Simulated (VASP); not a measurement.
# MgS (R3m) in VASP: single point with PBE

Aim: the single point of MgS with PBE.

Program: VASP 6.6.1. These are calculated values, not measurements. Logs are shortened: lines on timing, memory, paths and dates and some standing lists are left out, and cuts for length are marked.

### Step 1. The cell of the first run

The structure is trigonal, space group R3m (No. 160). Conventional cell: a = 4.129 Å, b = 4.129 Å, c = 20.229 Å, α = 90.00°, β = 90.00°, γ = 120.00°. Mg (site symmetry 3m) has 4 S at 2.52 to 2.63 Å within 3.3 Å. Within 3.2 Å of Mg (site symmetry 3m) lie 4 S at 2.43 to 2.54 Å. S (site symmetry 3m) has 4 Mg at 2.43 to 2.52 Å within 3.2 Å. S (site symmetry 3m) has 4 Mg at 2.54 to 2.63 Å within 3.4 Å.

### Step 2. Single point, PBE (atoms displaced along a vibrational mode, the cell strained)

INCAR

```
  PREC = Accurate
  ENCUT = 520
  EDIFF = 1E-7
  ISMEAR = 0
  SIGMA = 0.05
  LREAL = False
  LASPH = True
  NELM = 100
  ALGO = Normal
  ISIF = 2
  LWAVE = False
  LCHARG = False
  GGA = PE
  NBANDS = 16
  ISYM = 0
```

KPOINTS

```
Automatic mesh
0
Gamma
  9 9 8
```

POSCAR

```
MgS
1.0
    0.0000000000     -2.9198052839     -2.9198052839
   -2.9198052839      0.0000000000     -2.9198052839
    2.9198052839      2.9198052839     -5.8396105679
Mg S
2 2
Direct
    0.0035466883      0.0035466883     -0.0106406621
    0.4964533117      0.4964533117      0.5106406621
    0.3765398852      0.3765398852      0.8703808379
    0.8734601148      0.8734601148      0.3796191621
```

Potentials or basis: VASP PAW PBE potentials, release 64 (Mg, S).

Started as:

```sh
$ cat potpaw_PBE.64/Mg/POTCAR potpaw_PBE.64/S/POTCAR > POTCAR
$ mpirun -np 1 vasp_std > vasp.out
```

OUTCAR:

```text
PREC = Accurate
   ENCUT = 520
   EDIFF = 1E-7
   ISMEAR = 0
   LREAL = False
   LASPH = True
   NELM = 100
   ISIF = 2
   GGA = PE
   ISYM = 0

 ion  position               nearest neighbor table
   1  0.004  0.004  0.989-   3 2.52   3 2.52   3 2.52   4 2.63
   2  0.496  0.496  0.511-   3 2.43   4 2.54   4 2.54   4 2.54
   3  0.377  0.377  0.870-   2 2.43   1 2.52   1 2.52   1 2.52
   4  0.873  0.873  0.380-   2 2.54   2 2.54   2 2.54   1 2.63

IMPORTANT INFORMATION: All symmetrisations will be switched off!
NOSYMM: (Re-)initialisation of all symmetry stuff for point group C_1.

----------------------------------------------------------------------------------------

                                     Primitive cell

  volume of cell :      99.5684

  direct lattice vectors                    reciprocal lattice vectors
     0.000000000 -2.919805284 -2.919805284     0.085622148 -0.256866444 -0.085622148
    -2.919805284  0.000000000 -2.919805284    -0.256866444  0.085622148 -0.085622148
     2.919805284  2.919805284 -5.839610568     0.085622148  0.085622148 -0.085622148

  length of vectors
     4.129228232  4.129228232  7.152033094     0.283976538  0.283976538  0.148301910

  position of ions in fractional coordinates (direct lattice)
     0.003546688  0.003546688  0.989359338
     0.496453312  0.496453312  0.510640662
     0.376539885  0.376539885  0.870380838
     0.873460115  0.873460115  0.379619162

  ion indices of the primitive-cell ions
   primitive index   ion index
                 1           1
                 2           2
                 3           3
                 4           4

----------------------------------------------------------------------------------------

 KPOINTS: Automatic mesh

Automatic generation of k-mesh.
 Grid dimensions read from file:
 generate k-points for:    9    9    8

 Generating k-lattice:

  Cartesian coordinates                     Fractional coordinates (reciprocal lattice)
     0.009513572 -0.028540716 -0.009513572     0.111111111  0.000000000  0.000000000
    -0.028540716  0.009513572 -0.009513572     0.000000000  0.111111111  0.000000000
     0.010702768  0.010702768 -0.010702768     0.000000000  0.000000000  0.125000000

  Length of vectors
     0.031552949  0.031552949  0.018537739

  Shift w.r.t. Gamma in fractional coordinates (k-lattice)
     0.000000000  0.000000000  0.000000000

 -----------------------------------------------------------------------------
|                                                                             |
|           W    W    AA    RRRRR   N    N  II  N    N   GGGG   !!!           |
|           W    W   A  A   R    R  NN   N  II  NN   N  G    G  !!!           |
|           W    W  A    A  R    R  N N  N  II  N N  N  G       !!!           |
|           W WW W  AAAAAA  RRRRR   N  N N  II  N  N N  G  GGG   !            |
|           WW  WW  A    A  R   R   N   NN  II  N   NN  G    G                |
|           W    W  A    A  R    R  N    N  II  N    N   GGGG   !!!           |
|                                                                             |
|     Your reciprocal lattice and k-lattice belong to different lattice       |
|     classes:                                                                |
|                                                                             |
|        The reciprocal lattice is rhombohedral (trigonal),                   |
|        whereas your k-lattice is base-centered monoclinic.                  |
|                                                                             |
|     Results are often still useful ...                                      |
|                                                                             |
 -----------------------------------------------------------------------------

 WARNING: IBZKPT: internal override: KBLOWUP is changed to .FALSE.
      ... skipping the blow-up phase ...

 Subroutine IBZKPT returns following result:
 ===========================================

 Found    325 irreducible k-points:

 Following reciprocal coordinates:
            Coordinates               Weight
  0.000000  0.000000  0.000000      1.000000
  0.111111  0.000000  0.000000      2.000000
  0.222222  0.000000 -0.000000      2.000000
  0.333333  0.000000  0.000000      2.000000
  0.444444  0.000000 -0.000000      2.000000
  0.000000  0.111111  0.000000      2.000000
[... 16 lines left out ...]
 -0.111111  0.222222 -0.000000      2.000000
  0.000000  0.333333  0.000000      2.000000
 [... further k-points ...]
   k-points           NKPTS =    325   k-points in BZ     NKDIM =    325   number of bands    NBANDS=     16
   number of dos      NEDOS =    301   number of ions     NIONS =      4
   total plane-waves  NPLWV =  55296
   dimension x,y,z NGX =    32 NGY =   32 NGZ =   54
   dimension x,y,z NGXF=    64 NGYF=   64 NGZF=  108
   ions per type =               2   2
   NGX,Y,Z   is equivalent  to a cutoff of  12.88, 12.88, 12.55 a.u.
   NGXF,Y,Z  is equivalent  to a cutoff of  25.77, 25.77, 25.10 a.u.
 SYSTEM =  unknown system
   PREC   = accura    normal or accurate (medium, high low for compatibility)
   ISTART =      0    job   : 0-new  1-cont  2-samecut
   ICHARG =      2    charge: 1-file 2-atom 10-const
   ISPIN  =      1    spin polarized calculation?
   LNONCOLLINEAR =      F non collinear calculations
   LSORBIT =      F    spin-orbit coupling
   LASPH  =      T    aspherical Exc in radial PAW
   ENCUT  =  520.0 eV  38.22 Ry    6.18 a.u.   7.68  7.68 13.30*2*pi/ulx,y,z
   NELM   =    100;   NELMIN=  2; NELMDL= -5     # of ELM steps
   EDIFF  = 0.1E-06   stopping-criterion for ELM
   LREAL  =      F    real-space projection
   EDIFFG = 0.1E-05   stopping-criterion for IOM
   NSW    =      0    number of steps for IOM
   IBRION =     -1    ionic relax: 0-MD 1-quasi-New 2-CG
   NFREE  =      0    steps in history (QN), initial steepest desc. (CG)
   ISIF   =      2    stress and relaxation
   ISYM   =      0    0-nonsym 1-usesym 2-fastsym
   POTIM  = 0.5000    time-step for ionic-motion
   TEBEG  =    0.0;   TEEND  =   0.0 temperature during run
   PSTRESS=    0.0 pullay stress
   NELECT =      16.0000    total number of electrons
   NUPDOWN=      -1.0000    fix difference up-down
   EMIN   =  10.00;   EMAX   =-10.00  energy-range for DOS
   EFERMI =   0.00;   METHOD = LEGACY
   ISMEAR =     0;   SIGMA  =   0.05  broadening in eV -4-tet -1-fermi 0-gaus
   EFERMI_NEDOS =   21; number of points for ismear=-14 and -15
   IALGO  =     38    algorithm
   IMIX   =      4    mixing-type and parameters
     AMIX     =   0.40;   BMIX     =  1.00
     AMIX_MAG =   1.60;   BMIX_MAG =  1.00
  volume/ion in A,a.u.               =      24.89       167.98
  Fermi-wavevector in a.u.,A,eV,Ry     =   0.890036  1.681924 10.778048  0.792164
  Thomas-Fermi vector in A             =   2.011674
   LORBIT       =      0    0 simple, 1 ext, 2 COOP (PROOUT), +10 PAW based schemes
   GGA     = PE    functional components
   LHFCALC =     F    Hartree Fock is set to
   AEXX    =    0.0000 exact exchange contribution
   IVDW    =     0    specifies the selected vdW correction
   LEPSILON=     F    determine dielectric tensor
   LRPA    =     F    only Hartree local field effects (RPA)
 non-spin polarized calculation
 Gauss-broadening in eV      SIGMA  =   0.05
  energy-cutoff  :      520.00
  volume of cell :       99.57
 maximum number of plane-waves:      2713
   NGX = 15   NGY = 15   NGZ = 27

 number of electron      16.0000001 magnetization

 Free energy of the ion-electron system (eV)
  ---------------------------------------------------
  ext. energy  EPLUGINS =         0.00000000
  ---------------------------------------------------
  free energy    TOTEN  =       -16.80725493 eV

  energy without entropy =      -16.80725493  energy(sigma->0) =      -16.80725493

 E-fermi :   0.8659     XC(G=0):  -8.0380

 val. band max:        0.6665911617   @ k =   0.0000   0.0000   0.0000
 cond. band min:       3.4988546908   @ k =   0.0000   0.0000   0.0000
 fundamental gap:      2.8322635291
 Fermi energy:         0.8658744548

 k-point     1 :       0.0000    0.0000    0.0000
  band No.  band energies     occupation
      1     -10.5795      2.00000
      2      -9.8186      2.00000
      3      -2.3342      2.00000
      4       0.0532      2.00000
      5       0.0532      2.00000
      6       0.5286      2.00000
[... 8 lines left out ...]
     15       8.2998      0.00000
     16       8.7561      0.00000

 k-point     2 :       0.1111    0.0000    0.0000
  band No.  band energies     occupation
      1     -10.5303      2.00000
      2      -9.7899      2.00000
      3      -2.2413      2.00000
      4      -0.2982      2.00000
      5      -0.0059      2.00000
      6       0.2591      2.00000
[... 8 lines left out ...]
     15       8.4875      0.00000
     16       9.0484      0.00000

 k-point     3 :       0.2222    0.0000   -0.0000
  band No.  band energies     occupation
      1     -10.3991      2.00000
      2      -9.7169      2.00000
      3      -1.9838      2.00000
      4      -1.0118      2.00000
      5      -0.4878      2.00000
      6      -0.1465      2.00000
[... 8 lines left out ...]
     15       8.8981      0.00000
     16       9.0062      0.00000

 k-point     4 :       0.3333    0.0000    0.0000
  band No.  band energies     occupation
      1     -10.2350      2.00000
      2      -9.6352      2.00000
      3      -1.7858      2.00000
      4      -1.5254      2.00000
      5      -1.0834      2.00000
      6      -0.2927      2.00000
[... 8 lines left out ...]
     15       9.0963      0.00000
     16       9.7054      0.00000

 k-point     5 :       0.4444    0.0000   -0.0000
  band No.  band energies     occupation
      1     -10.1163      2.00000
      2      -9.5847      2.00000
      3      -2.0908      2.00000
      4      -1.6416      2.00000
      5      -0.9606      2.00000
      6      -0.3816      2.00000
[... 8 lines left out ...]
     15       9.3043      0.00000
     16       9.7339      0.00000

 k-point     6 :       0.0000    0.1111    0.0000
  band No.  band energies     occupation
      1     -10.5303      2.00000
      2      -9.7899      2.00000
      3      -2.2413      2.00000
      4      -0.2982      2.00000
      5      -0.0059      2.00000
      6       0.2591      2.00000
[... 8 lines left out ...]
     15       8.4875      0.00000
     16       9.0484      0.00000
[... 267 lines left out ...]
 k-point    21 :      -0.3333    0.2222   -0.0000
  band No.  band energies     occupation
      1     -10.0782      2.00000
      2      -9.5442      2.00000
      3      -1.9432      2.00000
      4      -1.5706      2.00000
      5      -1.1461      2.00000
      6      -0.8961      2.00000
[... 8 lines left out ...]
     15       9.2249      0.00000
     16       9.3838      0.00000

 k-point    22 :      -0.2222    0.2222    0.0000
  band No.  band energies     occupation
      1     -10.1697      2.00000
      2      -9.5849      2.00000
      3      -1.7861      2.00000
      4      -1.5499      2.00000
      5      -1.0401      2.00000
      6      -0.7852      2.00000
[... 8 lines left out ...]
     15       8.9023      0.00000
     16       8.9961      0.00000

 k-point    23 :      -0.1111    0.2222   -0.0000
  band No.  band energies     occupation
      1     -10.2968      2.00000
      2      -9.6534      2.00000
      3      -1.8131      2.00000
      4      -1.3860      2.00000
      5      -0.8538      2.00000
      6      -0.3985      2.00000
[... 8 lines left out ...]
     15       8.8650      0.00000
     16       9.5215      0.00000

 k-point    24 :       0.0000    0.3333    0.0000
  band No.  band energies     occupation
      1     -10.2350      2.00000
      2      -9.6352      2.00000
      3      -1.7858      2.00000
      4      -1.5254      2.00000
      5      -1.0834      2.00000
      6      -0.2927      2.00000
[... 8 lines left out ...]
     15       9.0963      0.00000
     16       9.7054      0.00000

 [... further k-points ...]

------------------------ aborting loop because EDIFF is reached ----------------------------------------

  FORCE on cell =-STRESS in cart. coord.  units (eV):
  Direction    XX          YY          ZZ          XY          YZ          ZX
  --------------------------------------------------------------------------------------
  -------------------------------------------------------------------------------------
  Total       -2.1478833     -2.1478833     -2.1478512      0.1037438     -0.1037326     -0.1037329
  in kB      -34.5620581    -34.5620589    -34.5615416      1.6693642     -1.6691836     -1.6691883
  external PRESSURE =     -34.5618862 kB  Pullay stress =       0.0000000 kB

 VOLUME and BASIS-vectors are now :
 -----------------------------------------------------------------------------
  energy-cutoff  :      520.00
  volume of cell :       99.57
      direct lattice vectors                 reciprocal lattice vectors
     0.000000000 -2.919805284 -2.919805284     0.085622148 -0.256866444 -0.085622148
    -2.919805284  0.000000000 -2.919805284    -0.256866444  0.085622148 -0.085622148
     2.919805284  2.919805284 -5.839610568     0.085622148  0.085622148 -0.085622148

 POSITION                                       TOTAL-FORCE (eV/Angst)
 -----------------------------------------------------------------------------------
      2.87838      2.87838     -5.79818         0.281114      0.281114     -0.281126
      0.04142      0.04142     -5.88104        -0.386692     -0.386692      0.386703
      1.44192      1.44192     -7.28153         0.224647      0.224646     -0.224595
     -1.44192     -1.44192     -7.31749        -0.119068     -0.119068      0.119018
 -----------------------------------------------------------------------------------
    total drift:                               -0.000010     -0.000010      0.000011

  FREE ENERGIE OF THE ION-ELECTRON SYSTEM (eV)
  ---------------------------------------------------
  free  energy   TOTEN  =       -16.8072549265 eV

  energy  without entropy=      -16.8072549264  energy(sigma->0) =      -16.80725493
```

Wall time 4.3 min (1 thread of AMD EPYC 9R45 (Zen 5), shared host); peak memory 0.55 GiB.

Results:

```yaml
Free_energy: -16.8073 eV
Pressure: -3.5 GPa
Largest_force: 0.670 eV/Å
Band_gap_on_the_k_mesh: 2.83 eV
```

Forces on the atoms (eV/Å):
```
Mg   0.281  0.281 -0.281
Mg  -0.387 -0.387  0.387
S    0.225  0.225 -0.225
S   -0.119 -0.119  0.119
```

Stress tensor (GPa, compression positive):
```
-3.46  0.17 -0.17
 0.17 -3.46 -0.17
-0.17 -0.17 -3.46
```

Levels at points of the mesh, in eV from the valence-band top:
```tsv
k point	band 6	band 7	band 8	band 9	band 10	band 11
(0.00, 0.00, 0.00)	-0.14	0.00	0.00	2.83	4.64	7.24
(0.00, 0.00, 0.50)	-0.58	-0.05	-0.05	4.19	4.55	7.00
```

Caveat: the cell differs from its parent crystal (atoms displaced along a vibrational mode, the cell strained); the cell stands under tension; an odd mesh through Γ misses points on the zone boundary, where band edges can lie.
